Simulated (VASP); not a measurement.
# Y in VASP: notebook, part 2 of 2

VASP 6.6.1. The steps go on from the part before.

### 4 Electric field gradients, LDA (equal xy, yz and zx shear strains of -2 %)

Contents of INCAR:

```
  ALGO = Normal
  EDIFF = 1E-8
  ENCUT = 520
  ISIF = 2
  ISMEAR = -1
  LASPH = T
  LCHARG = F
  LEFG = T
  LREAL = F
  LWAVE = F
  NBANDS = 12
  NELM = 80
  PREC = Accurate
  SIGMA = 0.05
```

Contents of KPOINTS:

```
k-points
0
Gamma
  13 13 13
```

Contents of POSCAR:

```
Y
1.0
   -0.0497000000      2.4601500000      2.4601500000
    2.4601500000     -0.0497000000      2.4601500000
    2.4601500000      2.4601500000     -0.0497000000
Y
1
Direct
    0.0000000000      0.0000000000      0.0000000000
```

Potentials or basis: VASP PAW LDA potentials, release 64 (Y_sv).

Launch:

```
$ cat potpaw_LDA.64/Y_sv/POTCAR > POTCAR
$ mpirun -np 1 vasp_std > vasp.out
```

OUTCAR:

```text
EDIFF = 1E-8
   ENCUT = 520
   ISIF = 2
   ISMEAR = -1
   LASPH = T
   LREAL = F
   NELM = 80
   PREC = Accurate

 ion  position               nearest neighbor table
   1  0.000  0.000  0.000-

  LATTYP: Found a trigonal (rhomboedric) cell.
 ALAT       =     3.4795324593
 COS(alpha) =     0.4797000918

  Lattice vectors:

 A1 = (  -0.0497000000,   2.4601500000,   2.4601500000)
 A2 = (   2.4601500000,  -0.0497000000,   2.4601500000)
 A3 = (   2.4601500000,   2.4601500000,  -0.0497000000)

[... 564 lines left out ...]
    total drift:                               -0.000000      0.000000     -0.000000

  FREE ENERGIE OF THE ION-ELECTRON SYSTEM (eV)
  ---------------------------------------------------
  free  energy   TOTEN  =        -6.9338476783 eV

  energy  without entropy=       -6.9220587799  energy(sigma->0) =       -6.92795323

 Electric field gradients (V/A^2)
---------------------------------------------------------------------
 ion       V_xx      V_yy      V_zz      V_xy      V_xz      V_yz
---------------------------------------------------------------------
   1       0.000    -0.000     0.000     6.812     6.812     6.812
---------------------------------------------------------------------

 Electric field gradients after diagonalization (V/A^2)
 (convention: |V_zz| > |V_xx| > |V_yy|)
----------------------------------------------------------------------
 ion       V_xx      V_yy      V_zz     asymmetry (V_yy - V_xx)/ V_zz
----------------------------------------------------------------------
   1      -6.812    -6.812    13.624       0.000
----------------------------------------------------------------------

           NMR quadrupolar parameters

 Cq : quadrupolar parameter    Cq=e*Q*V_zz/h
 eta: asymmetry parameters     (V_yy - V_xx)/ V_zz
 Q  : nuclear electric quadrupole moment in mb (millibarn)
----------------------------------------------------------------------
 ion       Cq(MHz)       eta       Q (mb)
----------------------------------------------------------------------
   1       0.033       0.000       1.000
----------------------------------------------------------------------
```

Run time: 38 s. Hardware: 1 thread of AMD EPYC 9R45 (Zen 5), shared host; peak memory 0.2 GiB.

Results:

- Free energy: -6.9338 eV
- Pressure: -1.8 GPa
- Band gap on the k mesh: zero (an odd number of electrons rules out a gap without spin polarisation)
- Largest electric field gradient by atom: Y +13.6 V/Å²

Stress tensor (GPa, compression positive):
```
-1.83  0.66  0.66
 0.66 -1.83  0.66
 0.66  0.66 -1.83
```

Levels at points of the mesh, in eV from the Fermi level:
```
           k point  band 1  band 2  band 3  band 4  band 5  band 6  band 7  band 8  band 9  band 10
(0.00, 0.00, 0.00)  -42.31  -22.08  -22.08  -22.06   -4.82    1.66    1.66    2.04    3.95     3.95
```

Electric field gradients, principal values (V/Å²):
| atom | least | middle | greatest (by size) |
| --- | --- | --- | --- |
| 1 Y | -6.812 | -6.812 | 13.624 |

Caveat: the cell differs from its parent crystal (equal xy, yz and zx shear strains of -2 %); without QUAD_EFG the Cq values of the log hold for a quadrupole moment of 1 mb, not for the nuclei.

### 5 Electric field gradients, LDA (equal xy, yz and zx shear strains of -1 %)

Contents of INCAR:

```
PREC = Accurate ; ENCUT = 520
EDIFF = 1E-8 ; ISMEAR = -1
SIGMA = 0.05 ; LREAL = F
LASPH = T ; NELM = 60
ALGO = Normal ; ISIF = 2
LWAVE = F ; LCHARG = F
GGA = CA ; LEFG = T
NBANDS = 12
```

Contents of KPOINTS:

```
regular mesh
0
Gamma
  13 13 13
```

Contents of POSCAR:

```
Y
1.0
   -0.0248500000      2.4725750000      2.4725750000
    2.4725750000     -0.0248500000      2.4725750000
    2.4725750000      2.4725750000     -0.0248500000
Y
1
Direct
    0.0000000000      0.0000000000      0.0000000000
```

Potentials or basis: VASP PAW LDA potentials, release 64 (Y_sv).

Launch:

```
$ cat potpaw_LDA.64/Y_sv/POTCAR > POTCAR
$ mpirun -np 1 vasp_std > vasp.out
```

OUTCAR:

```text
PREC = Accurate
   ENCUT = 520
   EDIFF = 1E-8
   ISMEAR = -1
   LREAL = F
   LASPH = T
   NELM = 60
   ISIF = 2
   GGA = CA

 ion  position               nearest neighbor table
   1  0.000  0.000  0.000-

  LATTYP: Found a trigonal (rhomboedric) cell.
 ALAT       =     3.4968373974
 COS(alpha) =     0.4899250057

  Lattice vectors:

 A1 = (  -0.0248500000,   2.4725750000,   2.4725750000)
 A2 = (   2.4725750000,  -0.0248500000,   2.4725750000)
 A3 = (   2.4725750000,   2.4725750000,  -0.0248500000)

Analysis of symmetry for initial positions (statically):
=====================================================================
 Subroutine PRICEL returns:
 Original cell was already a primitive cell.

[... 543 lines left out ...]
  in kB      -18.5499369    -18.5499369    -18.5499369      3.3166646      3.3166646      3.3166646
  external PRESSURE =     -18.5499369 kB  Pullay stress =       0.0000000 kB

 VOLUME and BASIS-vectors are now :
 -----------------------------------------------------------------------------
  energy-cutoff  :      520.00
  volume of cell :       30.69
      direct lattice vectors                 reciprocal lattice vectors
    -0.024850000  2.472575000  2.472575000    -0.199195070  0.201217355  0.201217355
     2.472575000 -0.024850000  2.472575000     0.201217355 -0.199195070  0.201217355
     2.472575000  2.472575000 -0.024850000     0.201217355  0.201217355 -0.199195070

 POSITION                                       TOTAL-FORCE (eV/Angst)
 -----------------------------------------------------------------------------------
      0.00000      0.00000      0.00000        -0.000000      0.000000     -0.000000
 -----------------------------------------------------------------------------------
    total drift:                               -0.000000     -0.000000     -0.000000

  FREE ENERGIE OF THE ION-ELECTRON SYSTEM (eV)
  ---------------------------------------------------
  free  energy   TOTEN  =        -6.9366356853 eV

  energy  without entropy=       -6.9247900696  energy(sigma->0) =       -6.93071288

 Electric field gradients (V/A^2)
---------------------------------------------------------------------
 ion       V_xx      V_yy      V_zz      V_xy      V_xz      V_yz
---------------------------------------------------------------------
   1      -0.000     0.000     0.000     3.433     3.433     3.433
---------------------------------------------------------------------

 Electric field gradients after diagonalization (V/A^2)
 (convention: |V_zz| > |V_xx| > |V_yy|)
----------------------------------------------------------------------
 ion       V_xx      V_yy      V_zz     asymmetry (V_yy - V_xx)/ V_zz
----------------------------------------------------------------------
   1      -3.433    -3.433     6.865       0.000
----------------------------------------------------------------------

           NMR quadrupolar parameters

 Cq : quadrupolar parameter    Cq=e*Q*V_zz/h
 eta: asymmetry parameters     (V_yy - V_xx)/ V_zz
 Q  : nuclear electric quadrupole moment in mb (millibarn)
----------------------------------------------------------------------
 ion       Cq(MHz)       eta       Q (mb)
----------------------------------------------------------------------
   1       0.017       0.000       1.000
----------------------------------------------------------------------
```

OSZICAR:

```text
N       E                     dE             d eps       ncg     rms          rms(c)
DAV:   1     0.248818840688E+02    0.24882E+02   -0.56074E+03  5560   0.837E+02
DAV:   2    -0.587281329451E+01   -0.30755E+02   -0.29875E+02  6640   0.165E+02
DAV:   3    -0.709295619768E+01   -0.12201E+01   -0.12031E+01  7792   0.218E+01
DAV:   4    -0.712302775008E+01   -0.30072E-01   -0.30052E-01  6300   0.324E+00
DAV:   5    -0.712363618446E+01   -0.60843E-03   -0.60841E-03  7148   0.359E-01    0.229E+01
DAV:   6    -0.696814249404E+01    0.15549E+00   -0.18661E-01  6036   0.279E+00    0.140E+01
DAV:   7    -0.694068031918E+01    0.27462E-01   -0.25106E-01  6748   0.319E+00    0.111E+00
DAV:   8    -0.693667562990E+01    0.40047E-02   -0.28887E-02  6432   0.133E+00    0.158E-01
DAV:   9    -0.693664084447E+01    0.34785E-04   -0.84948E-04  6780   0.234E-01    0.581E-02
DAV:  10    -0.693663560532E+01    0.52391E-05   -0.46859E-05  6432   0.582E-02    0.174E-02
DAV:  11    -0.693663566830E+01   -0.62978E-07   -0.66112E-06  6420   0.227E-02    0.126E-02
DAV:  12    -0.693663568475E+01   -0.16453E-07   -0.77893E-07  6228   0.803E-03    0.289E-03
DAV:  13    -0.693663568529E+01   -0.53751E-09   -0.42961E-08  7228   0.168E-03
   1 F= -.69366357E+01 E0= -.69307129E+01  d E =-.118456E-01
```

Run time: 37 s. Hardware: 1 thread of AMD EPYC 9R45 (Zen 5), shared host; peak memory 0.2 GiB.

Results:

```yaml
Free_energy: -6.9366 eV
Pressure: -1.9 GPa
Band_gap_on_the_k_mesh: zero (an odd number of electrons rules out a gap without spin polarisation)
Largest_electric_field_gradient_by_atom: Y +6.9 V/Å²
```

Stress tensor (GPa, compression positive):
```
-1.85  0.33  0.33
 0.33 -1.85  0.33
 0.33  0.33 -1.85
```

Levels at points of the mesh, in eV from the Fermi level:
```
           k point  band 3  band 4  band 5  band 6  band 7  band 8
(0.00, 0.00, 0.00)  -22.08  -22.07   -4.82    1.73    1.73    1.92
```

Electric field gradients, principal values (V/Å²):
```
atom   least  middle  greatest (by size)
 1 Y  -3.433  -3.433               6.865
```

Caveat: the cell differs from its parent crystal (equal xy, yz and zx shear strains of -1 %); without QUAD_EFG the Cq values of the log hold for a quadrupole moment of 1 mb, not for the nuclei.

### 6 Electric field gradients, LDA (equal xy, yz and zx shear strains of -1 %)

Contents of INCAR:

```
SYSTEM = Y
PREC = Accurate
ENCUT = 520
EDIFF = 1E-8
ISMEAR = -1
SIGMA = 0.05
LREAL = .False.
LASPH = .True.
NELM = 60
ALGO = Normal
ISIF = 2
LWAVE = .False.
LCHARG = .False.
GGA = CA
LEFG = .True.
NBANDS = 12
```

Contents of KPOINTS:

```
Automatic mesh
0
Gamma
  13 13 13
  0 0 0
```

POSCAR is that of step 5.

Potentials or basis: VASP PAW LDA potentials, release 64 (Y_sv).

Launch:

```
$ cat potpaw_LDA.64/Y_sv/POTCAR > POTCAR
$ mpirun -np 1 vasp_std > vasp.out
```

OUTCAR:

```text
SYSTEM = Y
   PREC = Accurate
   ENCUT = 520
   EDIFF = 1E-8
   ISMEAR = -1
   LREAL = .False.
   LASPH = .True.
   NELM = 60
   ISIF = 2
   GGA = CA

 ion  position               nearest neighbor table
   1  0.000  0.000  0.000-

  LATTYP: Found a trigonal (rhomboedric) cell.
 ALAT       =     3.4968373974
 COS(alpha) =     0.4899250057

  Lattice vectors:

 A1 = (  -0.0248500000,   2.4725750000,   2.4725750000)
[... 567 lines left out ...]
    total drift:                               -0.000000     -0.000000     -0.000000

  FREE ENERGIE OF THE ION-ELECTRON SYSTEM (eV)
  ---------------------------------------------------
  free  energy   TOTEN  =        -6.9366356853 eV

  energy  without entropy=       -6.9247900696  energy(sigma->0) =       -6.93071288

 Electric field gradients (V/A^2)
---------------------------------------------------------------------
 ion       V_xx      V_yy      V_zz      V_xy      V_xz      V_yz
---------------------------------------------------------------------
   1      -0.000     0.000     0.000     3.433     3.433     3.433
---------------------------------------------------------------------

 Electric field gradients after diagonalization (V/A^2)
 (convention: |V_zz| > |V_xx| > |V_yy|)
----------------------------------------------------------------------
 ion       V_xx      V_yy      V_zz     asymmetry (V_yy - V_xx)/ V_zz
----------------------------------------------------------------------
   1      -3.433    -3.433     6.865       0.000
----------------------------------------------------------------------

           NMR quadrupolar parameters

 Cq : quadrupolar parameter    Cq=e*Q*V_zz/h
 eta: asymmetry parameters     (V_yy - V_xx)/ V_zz
 Q  : nuclear electric quadrupole moment in mb (millibarn)
----------------------------------------------------------------------
 ion       Cq(MHz)       eta       Q (mb)
----------------------------------------------------------------------
   1       0.017       0.000       1.000
----------------------------------------------------------------------
```

Wall time 38 s (1 thread of AMD EPYC 9R45 (Zen 5), shared host); peak memory 0.2 GiB.

What came out:

* Free energy: -6.9366 eV
* Pressure: -1.9 GPa
* Band gap on the k mesh: zero (an odd number of electrons rules out a gap without spin polarisation)
* Largest electric field gradient by atom: Y +6.9 V/Å²

Stress tensor (GPa, compression positive):
```
-1.85  0.33  0.33
 0.33 -1.85  0.33
 0.33  0.33 -1.85
```

Electric field gradients, principal values (V/Å²):
| atom | least | middle | greatest (by size) |
| --- | --- | --- | --- |
| 1 Y | -3.433 | -3.433 | 6.865 |

Caveat: the cell differs from its parent crystal (equal xy, yz and zx shear strains of -1 %); without QUAD_EFG the Cq values of the log hold for a quadrupole moment of 1 mb, not for the nuclei.

### 7 The runs side by side

| cell | gap on the mesh (eV) | pressure (GPa) |
| --- | --- | --- |
| a = 3.497, b = 3.497, c = 3.514 Å, angles 59.8, 59.8, 60.3°, 1 atom | none | -1.5 |
| a = 3.480 Å, angles 61.3°, 1 atom | none | -1.8 |
| a = 3.497 Å, angles 60.7°, 1 atom | none | -1.9 |

Alike in all rows: task electric field gradients; level LDA; potentials or basis VASP PAW LDA potentials, release 64 (Y_sv); no spin polarisation; k mesh 13 × 13 × 13; cutoff (eV) 520; smearing fermi-dirac 0.05 eV.

Absolute energies hang on the potentials; compare differences alone.
